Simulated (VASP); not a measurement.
# TaN (P-6m2) in VASP: a series of runs

TaN is run at these levels: PBEsol, BLYP+D4; tasks: single point.

All numbers are computed with VASP 6.6.1; they aren't measurements. Logs are shortened: lines on timing, memory, paths and dates and some standing lists are left out, and cuts for length are marked.

### 1 The cell of the first run

The structure is hexagonal, space group P-6m2 (No. 187). The conventional cell has a = 2.938 Å, b = 2.938 Å, c = 2.883 Å, α = 90.00°, β = 90.00°, γ = 120.00°. Within 2.9 Å of Ta (site symmetry -6m2) lie 6 N at 2.23 Å and 2 Ta at 2.88 Å. N (site symmetry -6m2) has 6 Ta at 2.23 Å and 2 N at 2.88 Å within 2.9 Å.

### 2 Single point, PBEsol

Contents of INCAR:

```
SYSTEM = TaN
PREC = Accurate
ENCUT = 520
EDIFF = 1E-6
ISMEAR = 0
SIGMA = 0.05
LREAL = .FALSE.
LASPH = .TRUE.
NELM = 80
ALGO = Normal
ISIF = 2
LWAVE = .FALSE.
LCHARG = .FALSE.
GGA = PS
NBANDS = 15
```

Contents of KPOINTS:

```
regular mesh
0
G
  10 10 9
  0 0 0
```

Contents of POSCAR:

```
TaN
1.0
    2.9380000000      0.0000000000      0.0000000000
   -1.4690000000      2.5443826363      0.0000000000
    0.0000000000      0.0000000000      2.8830000000
Ta N
1 1
Direct
    0.0000000000      0.0000000000      0.5000000000
    0.6666666667      0.3333333333      0.0000000000
```

Potentials or basis: VASP PAW PBE potentials, release 64 (Ta_pv, N).

Command:

```bash
cat potpaw_PBE.64/Ta_pv/POTCAR potpaw_PBE.64/N/POTCAR > POTCAR
mpirun -np 1 vasp_std > vasp.out
```

OUTCAR:

```text
SYSTEM = TaN
   PREC = Accurate
   ENCUT = 520
   EDIFF = 1E-6
   ISMEAR = 0
   LREAL = .FALSE.
   LASPH = .TRUE.
   NELM = 80
   ISIF = 2
   GGA = PS

 ion  position               nearest neighbor table
   1  0.000  0.000  0.500-   2 2.23   2 2.23   2 2.23   2 2.23   2 2.23   2 2.23
   2  0.667  0.333  0.000-   1 2.23   1 2.23   1 2.23   1 2.23   1 2.23   1 2.23

  LATTYP: Found a hexagonal cell.
 ALAT       =     2.9380000000
 C/A-ratio  =     0.9812797822

  Lattice vectors:

 A1 = (   2.9380000000,   0.0000000000,   0.0000000000)
 A2 = (  -1.4690000000,   2.5443826363,   0.0000000000)
 A3 = (   0.0000000000,   0.0000000000,   2.8830000000)

Analysis of symmetry for initial positions (statically):
=====================================================================
 Subroutine PRICEL returns:
 Original cell was already a primitive cell.

 Routine SETGRP: Setting up the symmetry group for a
 hexagonal supercell.

 Subroutine GETGRP returns: Found 12 space group operations
 (whereof 12 operations were pure point group operations)
 out of a pool of 24 trial point group operations.

The static configuration has the point symmetry D_3h.

Analysis of symmetry for dynamics (positions and initial velocities):
=====================================================================
 Subroutine PRICEL returns:
 Original cell was already a primitive cell.

 Routine SETGRP: Setting up the symmetry group for a
 hexagonal supercell.

 Subroutine GETGRP returns: Found 12 space group operations
 (whereof 12 operations were pure point group operations)
 out of a pool of 24 trial point group operations.

The dynamic configuration has the point symmetry D_3h.

 Subroutine INISYM returns: Found 12 space group operations
 (whereof 12 operations are pure point group operations),
 and found     1 'primitive' translations

----------------------------------------------------------------------------------------

                                     Primitive cell

  volume of cell :      21.5516

  direct lattice vectors                    reciprocal lattice vectors
     2.938000000  0.000000000  0.000000000     0.340367597  0.196511324  0.000000000
    -1.469000000  2.544382636  0.000000000     0.000000000  0.393022648  0.000000000
     0.000000000  0.000000000  2.883000000     0.000000000  0.000000000  0.346860909

  length of vectors
     2.938000000  2.938000000  2.883000000     0.393022648  0.393022648  0.346860909

  position of ions in fractional coordinates (direct lattice)
     0.000000000  0.000000000  0.500000000
     0.666666667  0.333333333  0.000000000

  ion indices of the primitive-cell ions
   primitive index   ion index
                 1           1
                 2           2

----------------------------------------------------------------------------------------

 KPOINTS: regular mesh

Automatic generation of k-mesh.
 Grid dimensions read from file:
 generate k-points for:   10   10    9

 Generating k-lattice:

  Cartesian coordinates                     Fractional coordinates (reciprocal lattice)
     0.034036760  0.019651132  0.000000000     0.100000000  0.000000000  0.000000000
     0.000000000  0.039302265  0.000000000     0.000000000  0.100000000  0.000000000
     0.000000000  0.000000000  0.038540101     0.000000000  0.000000000  0.111111111

  Length of vectors
     0.039302265  0.039302265  0.038540101

  Shift w.r.t. Gamma in fractional coordinates (k-lattice)
     0.000000000  0.000000000  0.000000000

 Subroutine IBZKPT returns following result:
 ===========================================

 Found     70 irreducible k-points:

 Following reciprocal coordinates:
            Coordinates               Weight
  0.000000  0.000000  0.000000      1.000000
  0.100000 -0.000000  0.000000      6.000000
  0.200000 -0.000000  0.000000      6.000000
  0.300000  0.000000  0.000000      6.000000
  0.400000 -0.000000  0.000000      6.000000
  0.500000  0.000000  0.000000      3.000000
[... 16 lines left out ...]
  0.300000  0.100000  0.111111     24.000000
  0.400000  0.100000  0.111111     24.000000
 [... further k-points ...]
   k-points           NKPTS =     70   k-points in BZ     NKDIM =     70   number of bands    NBANDS=     15
   number of dos      NEDOS =    301   number of ions     NIONS =      2
   total plane-waves  NPLWV =  13824
   dimension x,y,z NGX =    24 NGY =   24 NGZ =   24
   dimension x,y,z NGXF=    48 NGYF=   48 NGZF=   48
   ions per type =               1   1
   NGX,Y,Z   is equivalent  to a cutoff of  13.58, 13.58, 13.84 a.u.
   NGXF,Y,Z  is equivalent  to a cutoff of  27.16, 27.16, 27.68 a.u.
 SYSTEM =  TaN
   PREC   = accura    normal or accurate (medium, high low for compatibility)
   ISTART =      0    job   : 0-new  1-cont  2-samecut
   ICHARG =      2    charge: 1-file 2-atom 10-const
   ISPIN  =      1    spin polarized calculation?
   LNONCOLLINEAR =      F non collinear calculations
   LSORBIT =      F    spin-orbit coupling
   LASPH  =      T    aspherical Exc in radial PAW
   ENCUT  =  520.0 eV  38.22 Ry    6.18 a.u.   5.46  5.46  5.36*2*pi/ulx,y,z
   NELM   =     80;   NELMIN=  2; NELMDL= -5     # of ELM steps
   EDIFF  = 0.1E-05   stopping-criterion for ELM
   LREAL  =      F    real-space projection
   EDIFFG = 0.1E-04   stopping-criterion for IOM
   NSW    =      0    number of steps for IOM
   IBRION =     -1    ionic relax: 0-MD 1-quasi-New 2-CG
   NFREE  =      0    steps in history (QN), initial steepest desc. (CG)
   ISIF   =      2    stress and relaxation
   ISYM   =      2    0-nonsym 1-usesym 2-fastsym
   POTIM  = 0.5000    time-step for ionic-motion
   TEBEG  =    0.0;   TEEND  =   0.0 temperature during run
   PSTRESS=    0.0 pullay stress
   NELECT =      16.0000    total number of electrons
   NUPDOWN=      -1.0000    fix difference up-down
   EMIN   =  10.00;   EMAX   =-10.00  energy-range for DOS
   EFERMI =   0.00;   METHOD = LEGACY
   ISMEAR =     0;   SIGMA  =   0.05  broadening in eV -4-tet -1-fermi 0-gaus
   EFERMI_NEDOS =   21; number of points for ismear=-14 and -15
   IALGO  =     38    algorithm
   IMIX   =      4    mixing-type and parameters
     AMIX     =   0.40;   BMIX     =  1.00
     AMIX_MAG =   1.60;   BMIX_MAG =  1.00
  volume/ion in A,a.u.               =      10.78        72.72
  Fermi-wavevector in a.u.,A,eV,Ry     =   1.482365  2.801264 29.897531  2.197407
  Thomas-Fermi vector in A             =   2.596160
   LORBIT       =      0    0 simple, 1 ext, 2 COOP (PROOUT), +10 PAW based schemes
   GGA     = PS    functional components
   LHFCALC =     F    Hartree Fock is set to
   AEXX    =    0.0000 exact exchange contribution
   IVDW    =     0    specifies the selected vdW correction
   LEPSILON=     F    determine dielectric tensor
   LRPA    =     F    only Hartree local field effects (RPA)
 non-spin polarized calculation
 Gauss-broadening in eV      SIGMA  =   0.05
  energy-cutoff  :      520.00
  volume of cell :       21.55
 maximum number of plane-waves:       599
 NGX is ok and might be reduce to    24
   NGX = 11   NGY = 11   NGZ = 11

 number of electron      16.0000001 magnetization

 Free energy of the ion-electron system (eV)
  ---------------------------------------------------
  ext. energy  EPLUGINS =         0.00000000
  ---------------------------------------------------
  free energy    TOTEN  =       -23.80335490 eV

  energy without entropy =      -23.80335484  energy(sigma->0) =      -23.80335487

 E-fermi :   8.1540     XC(G=0): -13.5052

 val. band max:        8.0095314145   @ k =   0.0000   0.0000   0.4444
 cond. band min:       8.2984751744   @ k =   0.0000   0.0000   0.3333
 fundamental gap:      0.2889437599
 Fermi energy:         8.1539803961

 k-point     1 :       0.0000    0.0000    0.0000
  band No.  band energies     occupation
      1     -26.6881      2.00000
      2     -26.4216      2.00000
      3     -26.4216      2.00000
      4      -9.6439      2.00000
      5       3.5297      2.00000
      6       3.5297      2.00000
      7       3.8659      2.00000
      8       5.1834      2.00000
      9      10.3071      0.00000
     10      11.6902      0.00000
     11      11.6902      0.00000
     12      12.0707      0.00000
     13      12.0707      0.00000
     14      21.0983      0.00000
     15      21.5278      0.00000

 k-point     2 :       0.1000   -0.0000    0.0000
  band No.  band energies     occupation
      1     -26.6745      2.00000
      2     -26.5291      2.00000
      3     -26.4445      2.00000
      4      -9.4364      2.00000
      5       2.9349      2.00000
      6       3.6858      2.00000
      7       4.1500      2.00000
      8       4.8908      2.00000
      9      10.9916      0.00000
     10      11.3112      0.00000
     11      11.7241      0.00000
     12      11.9652      0.00000
     13      12.3396      0.00000
     14      21.0754      0.00000
     15      21.5138      0.00000

 k-point     3 :       0.2000   -0.0000    0.0000
  band No.  band energies     occupation
      1     -26.8015      2.00000
      2     -26.6386      2.00000
      3     -26.5041      2.00000
      4      -8.8849      2.00000
      5       1.8045      2.00000
      6       4.0782      2.00000
      7       4.2292      2.00000
      8       4.7295      2.00000
      9      10.4365      0.00000
     10      11.7008      0.00000
     11      11.9083      0.00000
     12      12.6139      0.00000
     13      12.8600      0.00000
     14      21.0866      0.00000
     15      21.5006      0.00000

 k-point     4 :       0.3000    0.0000    0.0000
  band No.  band energies     occupation
      1     -27.1218      2.00000
      2     -26.5939      2.00000
      3     -26.5766      2.00000
      4      -8.1753      2.00000
      5       0.7503      2.00000
      6       3.5469      2.00000
      7       4.5180      2.00000
      8       5.0391      2.00000
      9      10.3768      0.00000
     10      11.3950      0.00000
     11      12.3791      0.00000
     12      13.2072      0.00000
     13      14.0045      0.00000
     14      21.3216      0.00000
     15      21.5699      0.00000
[... 307 lines left out ...]
 k-point    22 :       0.2000    0.1000    0.1111
  band No.  band energies     occupation
      1     -26.9745      2.00000
      2     -26.7150      2.00000
      3     -26.5679      2.00000
      4      -8.2835      2.00000
      5       1.3171      2.00000
      6       3.0667      2.00000
      7       4.1487      2.00000
      8       5.6413      2.00000
      9       9.7668      0.00000
     10      11.0933      0.00000
     11      12.4757      0.00000
     12      13.1928      0.00000
     13      14.6071      0.00000
     14      20.8934      0.00000
     15      21.4808      0.00000

 k-point    23 :       0.3000    0.1000    0.1111
  band No.  band energies     occupation
      1     -27.2345      2.00000
      2     -26.6716      2.00000
      3     -26.6515      2.00000
      4      -7.6946      2.00000
      5       0.4909      2.00000
      6       2.8355      2.00000
      7       4.0817      2.00000
      8       5.8288      2.00000
      9       9.9930      0.00000
     10      11.4068      0.00000
     11      12.6467      0.00000
     12      13.6821      0.00000
     13      15.8253      0.00000
     14      21.0851      0.00000
     15      21.5065      0.00000

 k-point    24 :       0.4000    0.1000    0.1111
  band No.  band energies     occupation
      1     -27.3902      2.00000
      2     -26.7036      2.00000
      3     -26.6433      2.00000
      4      -7.3139      2.00000
      5       0.0244      2.00000
      6       2.6959      2.00000
      7       3.9248      2.00000
      8       5.8198      2.00000
      9      10.6600      0.00000
     10      11.7029      0.00000
     11      12.6260      0.00000
     12      13.8948      0.00000
     13      17.0694      0.00000
     14      19.8902      0.00000
     15      21.4802      0.00000

 [... further k-points ...]
[... 5 lines left out ...]
  --------------------------------------------------------------------------------------
  -------------------------------------------------------------------------------------
  Total       -0.5442253     -0.5442253     -0.5616809      0.0000000     -0.0000000      0.0000000
  in kB      -40.4585644    -40.4585644    -41.7562433      0.0000000     -0.0000000      0.0000000
  external PRESSURE =     -40.8911240 kB  Pullay stress =       0.0000000 kB

 VOLUME and BASIS-vectors are now :
 -----------------------------------------------------------------------------
  energy-cutoff  :      520.00
  volume of cell :       21.55
      direct lattice vectors                 reciprocal lattice vectors
     2.938000000  0.000000000  0.000000000     0.340367597  0.196511324  0.000000000
    -1.469000000  2.544382636  0.000000000     0.000000000  0.393022648  0.000000000
     0.000000000  0.000000000  2.883000000     0.000000000  0.000000000  0.346860909

 POSITION                                       TOTAL-FORCE (eV/Angst)
 -----------------------------------------------------------------------------------
      0.00000      0.00000      1.44150        -0.000000      0.000000      0.000000
      1.46900      0.84813      0.00000         0.000000      0.000000      0.000000
 -----------------------------------------------------------------------------------
    total drift:                               -0.000000      0.000000      0.000000

  FREE ENERGIE OF THE ION-ELECTRON SYSTEM (eV)
  ---------------------------------------------------
  free  energy   TOTEN  =       -23.8033548984 eV

  energy  without entropy=      -23.8033548389  energy(sigma->0) =      -23.80335487
```

Run time: 27 s. Hardware: 1 thread of Intel Xeon 8259CL, shared host; peak memory 0.15 GiB.

What came out:

- Free energy: -23.8034 eV
- Pressure: -4.1 GPa
- Band gap on the k mesh: zero (band 8 reaches 8.30 eV, above the bottom of band 9 at 8.01 eV)

Caveat: the PAW data sets were made with another functional, which shifts forces and pressure a little; spin-orbit coupling is left out, which moves the levels of the heavy elements.

### 3 Single point, BLYP+D4

This run uses another cell than the first one, of 10.97 Å³/atom, 1.018 times its volume.

Contents of INCAR:

```
SYSTEM = TaN
PREC     = Accurate       ! precision mode
ENCUT    = 520            ! plane-wave cutoff, eV
EDIFF    = 1E-6           ! SCF threshold, eV
ISMEAR   = 0              ! smearing method
SIGMA    = 0.1            ! smearing width, eV
LREAL    = .False.        ! projectors in reciprocal space
LASPH    = .True.         ! aspherical terms in the spheres
NELM     = 60             ! most SCF steps
ALGO     = Normal         ! electronic algorithm
ISIF     = 2              ! what is computed and relaxed
LWAVE    = .False.        ! write WAVECAR
LCHARG   = .False.        ! write CHGCAR
GGA      = B5             ! functional
ALDAX    = 1.0          
AGGAX    = 1.0          
AGGAC    = 1.0          
ALDAC    = 0.0          
IVDW     = 13             ! dispersion correction
VDW_S6   = 1.0          
VDW_S8   = 2.34076671   
VDW_A1   = 0.44488865   
VDW_A2   = 4.0933009    
NBANDS   = 15             ! bands
```

Contents of KPOINTS:

```
regular mesh
0
Gamma
  10 10 9
  0 0 0
```

Contents of POSCAR:

```
TaN
1.0
    2.9546548738      0.0000000000      0.0000000000
   -1.4773274369      2.5588061802      0.0000000000
    0.0000000000      0.0000000000      2.9031710619
Ta N
1 1
Direct
    0.0000000000      0.0000000000      0.5000000000
    0.6666666667      0.3333333333      0.0000000000
```

Potentials or basis: VASP PAW PBE potentials, release 64 (Ta_pv, N).

Command:

```bash
cat potpaw_PBE.64/Ta_pv/POTCAR potpaw_PBE.64/N/POTCAR > POTCAR
mpirun -np 1 vasp_std > vasp.out
```

It took 44 s on 1 thread of Intel Xeon 8259CL, shared host; peak memory 0.16 GiB.

Results (log left out):

* Free energy: -21.6116 eV
* Pressure: 2.0 GPa
* Band gap on the k mesh: zero (band 8 reaches 8.77 eV, above the bottom of band 9 at 8.48 eV)
* Dispersion energy per atom: -0.572 eV

Stress tensor (GPa, compression positive):
```
1.89 0.00 0.00
0.00 1.89 0.00
0.00 0.00 2.09
```

Levels at points of the mesh, in eV from the Fermi level:
| k point | band 4 | band 5 | band 6 | band 7 | band 8 | band 9 | band 10 | band 11 | band 12 | band 13 |
| --- | --- | --- | --- | --- | --- | --- | --- | --- | --- | --- |
| (0.00, 0.00, 0.00) | -17.56 | -4.52 | -4.52 | -4.13 | -2.95 | 2.24 | 3.38 | 3.38 | 3.77 | 3.77 |
| (0.50, 0.00, 0.00) | -15.39 | -8.07 | -5.16 | -3.40 | -3.17 | 2.83 | 3.78 | 5.01 | 5.03 | 7.54 |

Caveat: the PAW data sets were made with another functional, which shifts forces and pressure a little; spin-orbit coupling is left out, which moves the levels of the heavy elements; pairwise dispersion overbinds metals, which lowers pressure and volume.
